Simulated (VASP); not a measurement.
# YAgSb2 (P4/nmm) in VASP: notebook

YAgSb2 is run at these levels: LDA; tasks: single point.

Everything below comes from runs of VASP 6.6.1. Logs are shortened: lines on timing, memory, paths and dates and some standing lists are left out, and cuts for length are marked.

## (1) The cell of the first run

The structure is tetragonal, space group P4/nmm (No. 129). Conventional cell: a = 4.289 Å, b = 4.289 Å, c = 10.714 Å, α = 90.00°, β = 90.00°, γ = 90.00°. Within 4.3 Å of Y (site symmetry 4mm) lie 8 Sb at 3.18 to 3.28 Å and 4 Ag at 3.58 Å and 4 Y at 4.29 Å. Within 3.8 Å of Ag (site symmetry -4m2) lie 4 Sb at 2.88 Å and 4 Ag at 3.03 Å and 4 Y at 3.58 Å. Sb (site symmetry -4m2) has 8 Sb at 3.03 to 4.05 Å and 4 Y at 3.28 Å within 4.1 Å. Within 3.8 Å of Sb (site symmetry 4mm) lie 4 Ag at 2.88 Å and 4 Y at 3.18 Å.

## (2) Single point, LDA

File INCAR:

```
SYSTEM = YAgSb2
ALGO     = Normal         ! electronic algorithm
EDIFF    = 1E-6           ! SCF threshold, eV
ENCUT    = 500            ! plane-wave cutoff, eV
GGA      = CA             ! functional
GGA_COMPAT= .False.      
ISIF     = 2              ! what is computed and relaxed
ISMEAR   = 0              ! smearing method
LASPH    = .True.         ! aspherical terms in the spheres
LCHARG   = .False.        ! write CHGCAR
LREAL    = .False.        ! projectors in reciprocal space
LWAVE    = .False.        ! write WAVECAR
NBANDS   = 42             ! bands
NELM     = 120            ! most SCF steps
PREC     = Accurate       ! precision mode
SIGMA    = 0.1            ! smearing width, eV
```

File KPOINTS:

```
k-points
0
Gamma
  6 6 3
  0 0 0
```

File POSCAR:

```
YAgSb2
1.0
    4.2892500000      0.0000000000      0.0000000000
    0.0000000000      4.2892500000      0.0000000000
    0.0000000000      0.0000000000     10.7138600000
Y Ag Sb
2 2 4
Direct
    1.0000000000      0.5000000000      0.7678000000
    0.5000000000      0.0000000000      0.2322000000
    1.0000000000      0.0000000000      0.5000000000
    0.5000000000      0.5000000000      0.5000000000
    1.0000000000      0.0000000000      0.0000000000
    0.5000000000      0.5000000000      0.0000000000
    1.0000000000      0.5000000000      0.3203000000
    0.5000000000      0.0000000000      0.6797000000
```

Potentials or basis: VASP PAW LDA potentials, release 64 (Y_sv, Ag, Sb).

Launch:

```bash
> cat potpaw_LDA.64/Y_sv/POTCAR potpaw_LDA.64/Ag/POTCAR potpaw_LDA.64/Sb/POTCAR > POTCAR
> mpirun -np 1 vasp_std > vasp.out
```

OUTCAR:

```text
SYSTEM = YAgSb2
   EDIFF = 1E-6
   ENCUT = 500
   GGA = CA
   ISIF = 2
   ISMEAR = 0
   LASPH = .True.
   LREAL = .False.
   NELM = 120
   PREC = Accurate

 ion  position               nearest neighbor table
   1  0.000  0.500  0.768-   8 3.18   8 3.18   8 3.18   8 3.18   6 3.28   6 3.28   5 3.28   5 3.28
                             4 3.58   3 3.58   4 3.58   3 3.58
   2  0.500  0.000  0.232-   7 3.18   7 3.18   7 3.18   7 3.18   6 3.28   5 3.28   5 3.28   6 3.28
                             3 3.58   4 3.58   4 3.58   3 3.58
   3  0.000  0.000  0.500-   7 2.88   8 2.88   7 2.88   8 2.88   4 3.03   4 3.03   4 3.03   4 3.03
                             2 3.58   1 3.58   2 3.58   1 3.58
   4  0.500  0.500  0.500-   7 2.88   8 2.88   8 2.88   7 2.88   3 3.03   3 3.03   3 3.03   3 3.03
                             1 3.58   2 3.58   2 3.58   1 3.58
   5  0.000  0.000  0.000-   6 3.03   6 3.03   6 3.03   6 3.03   2 3.28   2 3.28   1 3.28   1 3.28

   6  0.500  0.500  0.000-   5 3.03   5 3.03   5 3.03   5 3.03   2 3.28   1 3.28   1 3.28   2 3.28

   7  0.000  0.500  0.320-   3 2.88   4 2.88   3 2.88   4 2.88   2 3.18   2 3.18   2 3.18   2 3.18

   8  0.500  0.000  0.680-   3 2.88   4 2.88   4 2.88   3 2.88   1 3.18   1 3.18   1 3.18   1 3.18

  LATTYP: Found a simple tetragonal cell.
 ALAT       =     4.2892500000
 C/A-ratio  =     2.4978399487

  Lattice vectors:

 A1 = (   4.2892500000,   0.0000000000,   0.0000000000)
 A2 = (   0.0000000000,   4.2892500000,   0.0000000000)
 A3 = (   0.0000000000,   0.0000000000,  10.7138600000)

Analysis of symmetry for initial positions (statically):
=====================================================================
 Subroutine PRICEL returns:
 Original cell was already a primitive cell.

 Routine SETGRP: Setting up the symmetry group for a
 simple tetragonal supercell.

 Subroutine GETGRP returns: Found 16 space group operations
 (whereof  8 operations were pure point group operations)
 out of a pool of 16 trial point group operations.

The static configuration has the point symmetry D_2d.
 The point group associated with its full space group is D_4h.

Analysis of symmetry for dynamics (positions and initial velocities):
=====================================================================
 Subroutine PRICEL returns:
 Original cell was already a primitive cell.

 Routine SETGRP: Setting up the symmetry group for a
 simple tetragonal supercell.

 Subroutine GETGRP returns: Found 16 space group operations
 (whereof  8 operations were pure point group operations)
 out of a pool of 16 trial point group operations.

The dynamic configuration has the point symmetry D_2d.
 The point group associated with its full space group is D_4h.

 Subroutine INISYM returns: Found 16 space group operations
 (whereof  8 operations are pure point group operations),
 and found     1 'primitive' translations

----------------------------------------------------------------------------------------

                                     Primitive cell

  volume of cell :     197.1100

  direct lattice vectors                    reciprocal lattice vectors
     4.289250000  0.000000000  0.000000000     0.233140992  0.000000000  0.000000000
     0.000000000  4.289250000  0.000000000     0.000000000  0.233140992  0.000000000
     0.000000000  0.000000000 10.713860000     0.000000000  0.000000000  0.093337042

  length of vectors
     4.289250000  4.289250000 10.713860000     0.233140992  0.233140992  0.093337042

  position of ions in fractional coordinates (direct lattice)
     0.000000000  0.500000000  0.767800000
     0.500000000  0.000000000  0.232200000
     0.000000000  0.000000000  0.500000000
     0.500000000  0.500000000  0.500000000
     0.000000000  0.000000000  0.000000000
     0.500000000  0.500000000  0.000000000
     0.000000000  0.500000000  0.320300000
     0.500000000  0.000000000  0.679700000

  ion indices of the primitive-cell ions
   primitive index   ion index
                 1           1
                 2           2
                 3           3
                 4           4
                 5           5
                 6           6
                 7           7
                 8           8

----------------------------------------------------------------------------------------

 KPOINTS: k-points

Automatic generation of k-mesh.
 Grid dimensions read from file:
 generate k-points for:    6    6    3

 Generating k-lattice:

  Cartesian coordinates                     Fractional coordinates (reciprocal lattice)
     0.038856832  0.000000000  0.000000000     0.166666667  0.000000000  0.000000000
     0.000000000  0.038856832  0.000000000     0.000000000  0.166666667  0.000000000
     0.000000000  0.000000000  0.031112347     0.000000000  0.000000000  0.333333333

  Length of vectors
     0.038856832  0.038856832  0.031112347

  Shift w.r.t. Gamma in fractional coordinates (k-lattice)
     0.000000000  0.000000000  0.000000000

 Subroutine IBZKPT returns following result:
 ===========================================

 Found     20 irreducible k-points:

 Following reciprocal coordinates:
            Coordinates               Weight
  0.000000  0.000000  0.000000      1.000000
  0.166667  0.000000  0.000000      4.000000
  0.333333  0.000000  0.000000      4.000000
  0.500000  0.000000  0.000000      2.000000
  0.166667  0.166667  0.000000      4.000000
  0.333333  0.166667  0.000000      8.000000
[... 12 lines left out ...]
  0.500000  0.333333  0.333333      8.000000
  0.500000  0.500000  0.333333      2.000000
   k-points           NKPTS =     20   k-points in BZ     NKDIM =     20   number of bands    NBANDS=     42
   number of dos      NEDOS =    301   number of ions     NIONS =      8
   total plane-waves  NPLWV =  81920
   dimension x,y,z NGX =    32 NGY =   32 NGZ =   80
   dimension x,y,z NGXF=    64 NGYF=   64 NGZF=  160
   ions per type =               2   2   4
   NGX,Y,Z   is equivalent  to a cutoff of  12.40, 12.40, 12.41 a.u.
   NGXF,Y,Z  is equivalent  to a cutoff of  24.81, 24.81, 24.83 a.u.
 SYSTEM =  YAgSb2
   PREC   = accura    normal or accurate (medium, high low for compatibility)
   ISTART =      0    job   : 0-new  1-cont  2-samecut
   ICHARG =      2    charge: 1-file 2-atom 10-const
   ISPIN  =      1    spin polarized calculation?
   LNONCOLLINEAR =      F non collinear calculations
   LSORBIT =      F    spin-orbit coupling
   LASPH  =      T    aspherical Exc in radial PAW
   ENCUT  =  500.0 eV  36.75 Ry    6.06 a.u.   7.82  7.82 19.53*2*pi/ulx,y,z
   NELM   =    120;   NELMIN=  2; NELMDL= -5     # of ELM steps
   EDIFF  = 0.1E-05   stopping-criterion for ELM
   LREAL  =      F    real-space projection
   EDIFFG = 0.1E-04   stopping-criterion for IOM
   NSW    =      0    number of steps for IOM
   IBRION =     -1    ionic relax: 0-MD 1-quasi-New 2-CG
   NFREE  =      0    steps in history (QN), initial steepest desc. (CG)
   ISIF   =      2    stress and relaxation
   ISYM   =      2    0-nonsym 1-usesym 2-fastsym
   POTIM  = 0.5000    time-step for ionic-motion
   TEBEG  =    0.0;   TEEND  =   0.0 temperature during run
   PSTRESS=    0.0 pullay stress
   NELECT =      64.0000    total number of electrons
   NUPDOWN=      -1.0000    fix difference up-down
   EMIN   =  10.00;   EMAX   =-10.00  energy-range for DOS
   EFERMI =   0.00;   METHOD = LEGACY
   ISMEAR =     0;   SIGMA  =   0.10  broadening in eV -4-tet -1-fermi 0-gaus
   EFERMI_NEDOS =   21; number of points for ismear=-14 and -15
   IALGO  =     38    algorithm
   IMIX   =      4    mixing-type and parameters
     AMIX     =   0.40;   BMIX     =  1.00
     AMIX_MAG =   1.60;   BMIX_MAG =  1.00
  volume/ion in A,a.u.               =      24.64       166.27
  Fermi-wavevector in a.u.,A,eV,Ry     =   1.125206  2.126330 17.226171  1.266088
  Thomas-Fermi vector in A             =   2.261882
   LORBIT       =      0    0 simple, 1 ext, 2 COOP (PROOUT), +10 PAW based schemes
   GGA     = CA    functional components
   LHFCALC =     F    Hartree Fock is set to
   AEXX    =    0.0000 exact exchange contribution
   IVDW    =     0    specifies the selected vdW correction
   LEPSILON=     F    determine dielectric tensor
   LRPA    =     F    only Hartree local field effects (RPA)
 non-spin polarized calculation
 Gauss-broadening in eV      SIGMA  =   0.10
  energy-cutoff  :      500.00
  volume of cell :      197.11
 maximum number of plane-waves:      5031
 NGX is ok and might be reduce to    32
   NGX = 15   NGY = 15   NGZ = 39

 number of electron      63.9999978 magnetization

 Free energy of the ion-electron system (eV)
  ---------------------------------------------------
  ext. energy  EPLUGINS =         0.00000000
  ---------------------------------------------------
  free energy    TOTEN  =       -46.02175255 eV

  energy without entropy =      -46.01279758  energy(sigma->0) =      -46.01727507

 E-fermi :   7.0169     XC(G=0): -10.6841

 val. band max:        7.0142462021   @ k =   0.3333   0.0000   0.3333
 cond. band min:       7.2010728876   @ k =   0.1667   0.1667   0.3333
 fundamental gap:      0.1868266855
 Fermi energy:         7.0169263787

 k-point     1 :       0.0000    0.0000    0.0000
  band No.  band energies     occupation
      1     -35.7494      2.00000
      2     -35.7493      2.00000
      3     -15.9210      2.00000
      4     -15.9100      2.00000
      5     -15.8343      2.00000
      6     -15.8343      2.00000
[... 34 lines left out ...]
     41      10.1848      0.00000
     42      10.3721      0.00000

 k-point     2 :       0.1667    0.0000    0.0000
  band No.  band energies     occupation
      1     -35.7488      2.00000
      2     -35.7487      2.00000
      3     -15.9179      2.00000
      4     -15.9084      2.00000
      5     -15.8510      2.00000
      6     -15.8502      2.00000
[... 799 lines left out ...]
     41      10.5921      0.00000
     42      10.5921      0.00000

 k-point    20 :       0.5000    0.5000    0.3333
  band No.  band energies     occupation
      1     -35.7448      2.00000
      2     -35.7448      2.00000
      3     -15.8967      2.00000
      4     -15.8967      2.00000
      5     -15.8878      2.00000
      6     -15.8878      2.00000
[... 34 lines left out ...]
     41      10.2790      0.00000
     42      10.2790      0.00000

------------------------ aborting loop because EDIFF is reached ----------------------------------------

  FORCE on cell =-STRESS in cart. coord.  units (eV):
  Direction    XX          YY          ZZ          XY          YZ          ZX
  --------------------------------------------------------------------------------------
  -------------------------------------------------------------------------------------
  Total       -6.0632851     -6.0632851     -6.0583241      0.0000000      0.0000000     -0.0000000
  in kB      -49.2844466    -49.2844466    -49.2441219      0.0000000      0.0000000     -0.0000000
  external PRESSURE =     -49.2710051 kB  Pullay stress =       0.0000000 kB

 VOLUME and BASIS-vectors are now :
 -----------------------------------------------------------------------------
  energy-cutoff  :      500.00
  volume of cell :      197.11
      direct lattice vectors                 reciprocal lattice vectors
     4.289250000  0.000000000  0.000000000     0.233140992  0.000000000  0.000000000
     0.000000000  4.289250000  0.000000000     0.000000000  0.233140992  0.000000000
     0.000000000  0.000000000 10.713860000     0.000000000  0.000000000  0.093337042

 POSITION                                       TOTAL-FORCE (eV/Angst)
 -----------------------------------------------------------------------------------
      0.00000      2.14463      8.22610         0.000000      0.000000     -0.219350
      2.14463      0.00000      2.48776         0.000000     -0.000000      0.219350
      0.00000      0.00000      5.35693         0.000000      0.000000      0.000000
      2.14463      2.14463      5.35693         0.000000     -0.000000      0.000000
      0.00000      0.00000      0.00000         0.000000      0.000000      0.000000
      2.14463      2.14463      0.00000         0.000000     -0.000000      0.000000
      0.00000      2.14463      3.43165         0.000000     -0.000000      0.090171
      2.14463      0.00000      7.28221         0.000000      0.000000     -0.090171
 -----------------------------------------------------------------------------------
    total drift:                                0.000000      0.000000     -0.000000

  FREE ENERGIE OF THE ION-ELECTRON SYSTEM (eV)
  ---------------------------------------------------
  free  energy   TOTEN  =       -46.0217525485 eV

  energy  without entropy=      -46.0127975829  energy(sigma->0) =      -46.01727507
```

It took 7.5 min on 1 thread of AMD EPYC, shared host; peak memory 0.29 GiB.

Results:

| Property | Result |
| --- | --- |
| Free energy | -46.0218 eV |
| Pressure | -4.9 GPa |
| Largest force | 0.219 eV/Å |
| Band gap on the k mesh | zero (bands 32 and 33 overlap by 0.90 eV) |

Forces on the atoms (eV/Å):
```
Y    0.000  0.000 -0.219
Y    0.000  0.000  0.219
Ag   0.000  0.000  0.000
Ag   0.000  0.000  0.000
Sb   0.000  0.000  0.000
Sb   0.000  0.000  0.000
Sb   0.000  0.000  0.090
Sb   0.000  0.000 -0.090
```

Caveat: the cell stands under tension; spin-orbit coupling is left out, which moves the levels of the heavy elements.

## (3) Single point, LDA

File INCAR:

```
  PREC = Accurate
  ENCUT = 500
  EDIFF = 1E-6
  ISMEAR = 0
  SIGMA = 0.1
  LREAL = False
  LASPH = True
  NELM = 120
  ALGO = Normal
  ISIF = 2
  LWAVE = False
  LCHARG = False
  NBANDS = 42
  GGA_COMPAT = False
```

File KPOINTS:

```
Automatic mesh
0
Gamma
  6 6 3
```

POSCAR is that of step 2.

Potentials or basis: VASP PAW LDA potentials, release 64 (Y_sv, Ag, Sb).

Launch:

```bash
> cat potpaw_LDA.64/Y_sv/POTCAR potpaw_LDA.64/Ag/POTCAR potpaw_LDA.64/Sb/POTCAR > POTCAR
> mpirun -np 1 vasp_std > vasp.out
```

Run time: 7.2 min. Hardware: 1 thread of AMD EPYC, shared host; peak memory 0.29 GiB.

Results (log left out):

| Property | Result |
| --- | --- |
| Free energy | -46.0218 eV |
| Pressure | -4.9 GPa |
| Largest force | 0.219 eV/Å |
| Band gap on the k mesh | zero (bands 32 and 33 overlap by 0.90 eV) |

Forces in eV/Å, atoms in the order of the input:
```
Y    0.000  0.000 -0.219
Y    0.000  0.000  0.219
Ag   0.000  0.000  0.000
Ag   0.000  0.000  0.000
Sb   0.000  0.000  0.000
Sb   0.000  0.000  0.000
Sb   0.000  0.000  0.090
Sb   0.000  0.000 -0.090
```

Levels at points of the mesh, in eV from the Fermi level:
```csv
k point,band 30,band 31,band 32,band 33,band 34,band 35
"(0.00, 0.00, 0.00)",-0.98,0.34,0.34,0.46,1.75,1.84
"(0.50, 0.00, 0.00)",-1.48,-0.72,-0.72,-0.53,-0.53,2.15
"(0.50, 0.50, 0.00)",-2.25,-2.10,-2.10,2.39,2.39,2.40
```

Caveat: the cell stands under tension; spin-orbit coupling is left out, which moves the levels of the heavy elements.

The gap in the log of VASP goes by the Fermi energy; the results here count the filled bands.